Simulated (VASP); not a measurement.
# ZrNiF6 (Fm-3m) in VASP: notebook

Runs on ZrNiF6. Level: LDA. Tasks: single point.

All numbers are computed with VASP 6.6.1; they aren't measurements. Logs are shortened: lines on timing, memory, paths and dates and some standing lists are left out, and cuts for length are marked.

### 1 The cell of the first run

It takes space group Fm-3m (No. 225, cubic). Conventional cell: a = 7.991 Å, b = 7.991 Å, c = 7.991 Å, α = 90.00°, β = 90.00°, γ = 90.00°. Within 2.7 Å of Zr (site symmetry m-3m) lie 6 F at 2.01 Å. Ni (site symmetry m-3m) has 6 F at 1.98 Å within 2.6 Å. Within 2.6 Å of F (site symmetry 4mm) lie 1 Ni at 1.98 Å and 1 Zr at 2.01 Å.

### 2 Single point, LDA, collinear spin, ferromagnetic start

File INCAR:

```
PREC = Accurate
ENCUT = 600
EDIFF = 1E-6
ISMEAR = 1
SIGMA = 0.05
LREAL = F
LASPH = T
NELM = 200
ALGO = Normal
ISIF = 2
LWAVE = F
LCHARG = F
ISPIN = 2
MAGMOM = 0 2 0 0 0 0 0 0
LORBIT = 11
LMAXMIX = 4
NBANDS = 46
GGA_COMPAT = F
```

File KPOINTS:

```
Automatic mesh
0
Gamma
  5 5 5
```

File POSCAR:

```
ZrNiF6
1.0
    0.0000000000      3.9956000000      3.9956000000
    3.9956000000      0.0000000000      3.9956000000
    3.9956000000      3.9956000000      0.0000000000
Zr Ni F
1 1 6
Direct
    0.0000000000      0.0000000000      0.0000000000
    0.5000000000      0.5000000000      0.5000000000
    0.7482000000      0.2518000000      0.2518000000
    0.2518000000      0.7482000000      0.7482000000
    0.2518000000      0.7482000000      0.2518000000
    0.7482000000      0.2518000000      0.7482000000
    0.2518000000      0.2518000000      0.7482000000
    0.7482000000      0.7482000000      0.2518000000
```

Potentials or basis: VASP PAW LDA potentials, release 64 (Zr_sv, Ni, F).

Launch:

```console
cat potpaw_LDA.64/Zr_sv/POTCAR potpaw_LDA.64/Ni/POTCAR potpaw_LDA.64/F/POTCAR > POTCAR
mpirun -np 1 vasp_std > vasp.out
```

OUTCAR:

```text
PREC = Accurate
   ENCUT = 600
   EDIFF = 1E-6
   ISMEAR = 1
   LREAL = F
   LASPH = T
   NELM = 200
   ISIF = 2
   ISPIN = 2
   LORBIT = 11

 ion  position               nearest neighbor table
   1  0.000  0.000  0.000-   3 2.01   4 2.01   5 2.01   6 2.01   7 2.01   8 2.01
   2  0.500  0.500  0.500-   3 1.98   4 1.98   5 1.98   6 1.98   7 1.98   8 1.98
   3  0.748  0.252  0.252-   2 1.98   1 2.01
   4  0.252  0.748  0.748-   2 1.98   1 2.01
   5  0.252  0.748  0.252-   2 1.98   1 2.01
   6  0.748  0.252  0.748-   2 1.98   1 2.01
   7  0.252  0.252  0.748-   2 1.98   1 2.01
   8  0.748  0.748  0.252-   2 1.98   1 2.01

  LATTYP: Found a face centered cubic cell.
 ALAT       =     7.9912000000

  Lattice vectors:

 A1 = (   0.0000000000,   3.9956000000,   3.9956000000)
 A2 = (   3.9956000000,   0.0000000000,   3.9956000000)
 A3 = (   3.9956000000,   3.9956000000,   0.0000000000)

Analysis of symmetry for initial positions (statically):
=====================================================================
 Subroutine PRICEL returns:
 Original cell was already a primitive cell.

 Routine SETGRP: Setting up the symmetry group for a
 face centered cubic supercell.

 Subroutine GETGRP returns: Found 48 space group operations
 (whereof 48 operations were pure point group operations)
 out of a pool of 48 trial point group operations.

The static configuration has the point symmetry O_h .

Analysis of symmetry for dynamics (positions and initial velocities):
=====================================================================
 Subroutine PRICEL returns:
 Original cell was already a primitive cell.

 Routine SETGRP: Setting up the symmetry group for a
 face centered cubic supercell.

 Subroutine GETGRP returns: Found 48 space group operations
 (whereof 48 operations were pure point group operations)
 out of a pool of 48 trial point group operations.

The dynamic configuration has the point symmetry O_h .

Analysis of structural, dynamic, and magnetic symmetry:
=====================================================================
 Subroutine PRICEL returns:
 Original cell was already a primitive cell.

 Routine SETGRP: Setting up the symmetry group for a
 face centered cubic supercell.

 Subroutine GETGRP returns: Found 48 space group operations
 (whereof 48 operations were pure point group operations)
 out of a pool of 48 trial point group operations.

The overall configuration has the point symmetry O_h .

 Subroutine INISYM returns: Found 48 space group operations
 (whereof 48 operations are pure point group operations),
 and found     1 'primitive' translations

----------------------------------------------------------------------------------------

                                     Primitive cell

  volume of cell :     127.5781

  direct lattice vectors                    reciprocal lattice vectors
     0.000000000  3.995600000  3.995600000    -0.125137651  0.125137651  0.125137651
     3.995600000  0.000000000  3.995600000     0.125137651 -0.125137651  0.125137651
     3.995600000  3.995600000  0.000000000     0.125137651  0.125137651 -0.125137651

  length of vectors
     5.650631710  5.650631710  5.650631710     0.216744770  0.216744770  0.216744770

  position of ions in fractional coordinates (direct lattice)
     0.000000000  0.000000000  0.000000000
     0.500000000  0.500000000  0.500000000
     0.748200000  0.251800000  0.251800000
     0.251800000  0.748200000  0.748200000
     0.251800000  0.748200000  0.251800000
     0.748200000  0.251800000  0.748200000
     0.251800000  0.251800000  0.748200000
     0.748200000  0.748200000  0.251800000

  ion indices of the primitive-cell ions
   primitive index   ion index
                 1           1
                 2           2
                 3           3
                 4           4
                 5           5
                 6           6
                 7           7
                 8           8

----------------------------------------------------------------------------------------

 KPOINTS: Automatic mesh

Automatic generation of k-mesh.
 Grid dimensions read from file:
 generate k-points for:    5    5    5

 Generating k-lattice:

  Cartesian coordinates                     Fractional coordinates (reciprocal lattice)
    -0.025027530  0.025027530  0.025027530     0.200000000  0.000000000  0.000000000
     0.025027530 -0.025027530  0.025027530     0.000000000  0.200000000  0.000000000
     0.025027530  0.025027530 -0.025027530     0.000000000  0.000000000  0.200000000

  Length of vectors
     0.043348954  0.043348954  0.043348954

  Shift w.r.t. Gamma in fractional coordinates (k-lattice)
     0.000000000  0.000000000  0.000000000

 Subroutine IBZKPT returns following result:
 ===========================================

 Found     10 irreducible k-points:

 Following reciprocal coordinates:
            Coordinates               Weight
  0.000000  0.000000  0.000000      1.000000
  0.200000  0.000000  0.000000      8.000000
  0.400000  0.000000  0.000000      8.000000
  0.200000  0.200000  0.000000      6.000000
  0.400000  0.200000  0.000000     24.000000
 -0.400000  0.200000  0.000000     24.000000
 -0.200000  0.200000  0.000000     12.000000
  0.400000  0.400000  0.000000      6.000000
 -0.400000  0.400000  0.000000     12.000000
 -0.400000  0.400000  0.200000     24.000000
   k-points           NKPTS =     10   k-points in BZ     NKDIM =     10   number of bands    NBANDS=     46
   number of dos      NEDOS =    301   number of ions     NIONS =      8
   total plane-waves  NPLWV = 110592
   dimension x,y,z NGX =    48 NGY =   48 NGZ =   48
   dimension x,y,z NGXF=    96 NGYF=   96 NGZF=   96
   ions per type =               1   1   6
   NGX,Y,Z   is equivalent  to a cutoff of  14.12, 14.12, 14.12 a.u.
   NGXF,Y,Z  is equivalent  to a cutoff of  28.24, 28.24, 28.24 a.u.
 SYSTEM =  unknown system
   PREC   = accura    normal or accurate (medium, high low for compatibility)
   ISTART =      0    job   : 0-new  1-cont  2-samecut
   ICHARG =      2    charge: 1-file 2-atom 10-const
   ISPIN  =      2    spin polarized calculation?
   LNONCOLLINEAR =      F non collinear calculations
   LSORBIT =      F    spin-orbit coupling
   LASPH  =      T    aspherical Exc in radial PAW
   ENCUT  =  600.0 eV  44.10 Ry    6.64 a.u.  11.29 11.29 11.29*2*pi/ulx,y,z
   NELM   =    200;   NELMIN=  2; NELMDL= -5     # of ELM steps
   EDIFF  = 0.1E-05   stopping-criterion for ELM
   LREAL  =      F    real-space projection
   EDIFFG = 0.1E-04   stopping-criterion for IOM
   NSW    =      0    number of steps for IOM
   IBRION =     -1    ionic relax: 0-MD 1-quasi-New 2-CG
   NFREE  =      0    steps in history (QN), initial steepest desc. (CG)
   ISIF   =      2    stress and relaxation
   ISYM   =      2    0-nonsym 1-usesym 2-fastsym
   POTIM  = 0.5000    time-step for ionic-motion
   TEBEG  =    0.0;   TEEND  =   0.0 temperature during run
   PSTRESS=    0.0 pullay stress
   NELECT =      64.0000    total number of electrons
   NUPDOWN=      -1.0000    fix difference up-down
   EMIN   =  10.00;   EMAX   =-10.00  energy-range for DOS
   EFERMI =   0.00;   METHOD = LEGACY
   ISMEAR =     1;   SIGMA  =   0.05  broadening in eV -4-tet -1-fermi 0-gaus
   EFERMI_NEDOS =   21; number of points for ismear=-14 and -15
   IALGO  =     38    algorithm
   IMIX   =      4    mixing-type and parameters
     AMIX     =   0.40;   BMIX     =  1.00
     AMIX_MAG =   1.60;   BMIX_MAG =  1.00
  volume/ion in A,a.u.               =      15.95       107.62
  Fermi-wavevector in a.u.,A,eV,Ry     =   1.300797  2.458150 23.022044  1.692073
  Thomas-Fermi vector in A             =   2.431972
   LORBIT       =     11    0 simple, 1 ext, 2 COOP (PROOUT), +10 PAW based schemes
   GGA     = CA    functional components
   LHFCALC =     F    Hartree Fock is set to
   AEXX    =    0.0000 exact exchange contribution
   IVDW    =     0    specifies the selected vdW correction
   LEPSILON=     F    determine dielectric tensor
   LRPA    =     F    only Hartree local field effects (RPA)
 spin polarized calculation
 Methfessel and Paxton  Order N= 1 SIGMA  =   0.05
  energy-cutoff  :      600.00
  volume of cell :      127.58
 maximum number of plane-waves:      4285
 NGX is ok and might be reduce to    48
   NGX = 23   NGY = 23   NGZ = 23

 number of electron      64.0000005 magnetization       1.9999999

 Free energy of the ion-electron system (eV)
  ---------------------------------------------------
  ext. energy  EPLUGINS =         0.00000000
  ---------------------------------------------------
  free energy    TOTEN  =       -52.97569953 eV

  energy without entropy =      -52.97790620  energy(sigma->0) =      -52.97643509

 E-fermi :  -0.0938     XC(G=0):  -9.0075

 val. band max:       -0.1247769936   @ k =  -0.4000   0.4000   0.0000
 cond. band min:       0.8909169823   @ k =   0.0000   0.0000   0.0000
 fundamental gap:      1.0156939759
 Fermi energy:        -0.0938225428

 spin component 1

 k-point     1 :       0.0000    0.0000    0.0000
  band No.  band energies     occupation
      1     -48.7576      1.00000
      2     -27.5107      1.00000
      3     -27.5107      1.00000
      4     -27.5107      1.00000
      5     -22.8317      1.00000
      6     -22.5006      1.00000
[... 36 lines left out ...]
     43      11.3345      0.00000
     44      11.3345      0.00000

 k-point     2 :       0.2000    0.0000    0.0000
  band No.  band energies     occupation
      1     -48.7575      1.00000
      2     -27.5161      1.00000
      3     -27.5101      1.00000
      4     -27.5101      1.00000
      5     -22.7556      1.00000
      6     -22.5211      1.00000
[... 368 lines left out ...]
 k-point    10 :      -0.4000    0.4000    0.2000
  band No.  band energies     occupation
      1     -48.7575      1.00000
      2     -27.5178      1.00000
      3     -27.5133      1.00000
      4     -27.5112      1.00000
      5     -22.7166      1.00000
      6     -22.5504      1.00000
[... 36 lines left out ...]
     43      11.0419      0.00000
     44      11.3442      0.00000
 Fermi energy:        -0.0938225428

 spin component 2

 k-point     1 :       0.0000    0.0000    0.0000
  band No.  band energies     occupation
      1     -48.7376      1.00000
      2     -27.4828      1.00000
      3     -27.4828      1.00000
      4     -27.4828      1.00000
      5     -22.7513      1.00000
      6     -22.4169      1.00000
[... 36 lines left out ...]
     43      11.4082      0.00000
     44      11.4082      0.00000

 k-point     2 :       0.2000    0.0000    0.0000
  band No.  band energies     occupation
      1     -48.7376      1.00000
      2     -27.4880      1.00000
      3     -27.4821      1.00000
      4     -27.4821      1.00000
      5     -22.6756      1.00000
      6     -22.4387      1.00000
[... 368 lines left out ...]
 k-point    10 :      -0.4000    0.4000    0.2000
  band No.  band energies     occupation
      1     -48.7375      1.00000
      2     -27.4897      1.00000
      3     -27.4854      1.00000
      4     -27.4832      1.00000
      5     -22.6349      1.00000
      6     -22.4701      1.00000
[... 36 lines left out ...]
     43      11.1958      0.00000
     44      11.3709      0.00000
 [bands above 44 left out]

------------------------ aborting loop because EDIFF is reached ----------------------------------------

  FORCE on cell =-STRESS in cart. coord.  units (eV):
  Direction    XX          YY          ZZ          XY          YZ          ZX
  --------------------------------------------------------------------------------------
  -------------------------------------------------------------------------------------
  Total       -3.7791596     -3.7791596     -3.7791596      0.0000000      0.0000000     -0.0000000
  in kB      -47.4602259    -47.4602259    -47.4602259      0.0000000      0.0000000     -0.0000000
  external PRESSURE =     -47.4602259 kB  Pullay stress =       0.0000000 kB

 VOLUME and BASIS-vectors are now :
 -----------------------------------------------------------------------------
  energy-cutoff  :      600.00
  volume of cell :      127.58
      direct lattice vectors                 reciprocal lattice vectors
     0.000000000  3.995600000  3.995600000    -0.125137651  0.125137651  0.125137651
     3.995600000  0.000000000  3.995600000     0.125137651 -0.125137651  0.125137651
     3.995600000  3.995600000  0.000000000     0.125137651  0.125137651 -0.125137651

 POSITION                                       TOTAL-FORCE (eV/Angst)
 -----------------------------------------------------------------------------------
      0.00000      0.00000      0.00000         0.000000      0.000000     -0.000000
      3.99560      3.99560      3.99560        -0.000000     -0.000000     -0.000000
      2.01218      3.99560      3.99560         0.043285      0.000000      0.000000
      5.97902      3.99560      3.99560        -0.043285      0.000000      0.000000
      3.99560      2.01218      3.99560         0.000000      0.043285      0.000000
      3.99560      5.97902      3.99560         0.000000     -0.043285      0.000000
      3.99560      3.99560      2.01218         0.000000      0.000000      0.043285
      3.99560      3.99560      5.97902         0.000000      0.000000     -0.043285
 -----------------------------------------------------------------------------------
    total drift:                                0.000000      0.000000      0.000000

  FREE ENERGIE OF THE ION-ELECTRON SYSTEM (eV)
  ---------------------------------------------------
  free  energy   TOTEN  =       -52.9756995345 eV

  energy  without entropy=      -52.9779061959  energy(sigma->0) =      -52.97643509

 total charge

# of ion       s       p       d       tot
------------------------------------------
    1        2.177   6.077   1.334   9.588
    2        0.289   0.393   8.161   8.842
    3        1.723   4.354   0.000   6.077
    4        1.723   4.354   0.000   6.077
    5        1.723   4.354   0.000   6.077
    6        1.723   4.354   0.000   6.077
    7        1.723   4.354   0.000   6.077
    8        1.723   4.354   0.000   6.077
--------------------------------------------------
tot         12.806  32.593   9.495  54.893

 magnetization (x)

# of ion       s       p       d       tot
------------------------------------------
    1        0.006   0.006   0.022   0.034
    2        0.002   0.003   1.684   1.689
    3        0.004   0.039   0.000   0.043
    4        0.004   0.039   0.000   0.043
    5        0.004   0.039   0.000   0.043
    6        0.004   0.039   0.000   0.043
    7        0.004   0.039   0.000   0.043
    8        0.004   0.039   0.000   0.043
--------------------------------------------------
tot          0.031   0.242   1.706   1.979
```

It took 2.6 min on 1 thread of Oxide Virtual Turin-like, shared host; peak memory 0.31 GiB.

What came out:

```
Free energy                                           : -52.9757 eV
Pressure                                              : -4.7 GPa
Largest force                                         : 0.043 eV/Å
Band gap on the k mesh                                : 1.02 eV (least direct gap 1.02 eV)
Net moment                                            : 2.00 μB per cell
Site moments                                          : Zr +0.03; Ni +1.69; F +0.04 μB
Valence electrons inside the program's atomic spheres : Zr 9.59; Ni 8.84; F 6.08
```

Forces in eV/Å, atoms in the order of the input:
```
Zr   0.000  0.000  0.000
Ni   0.000  0.000  0.000
F    0.043  0.000  0.000
F   -0.043  0.000  0.000
F    0.000  0.043  0.000
F    0.000 -0.043  0.000
F    0.000  0.000  0.043
F    0.000  0.000 -0.043
```

Caveat: the cell stands under tension; an odd mesh through Γ misses points on the zone boundary, where band edges can lie; a cell with one magnetic atom can't hold antiferromagnetic order, which such compounds often take.

[end of part 1 of 2]
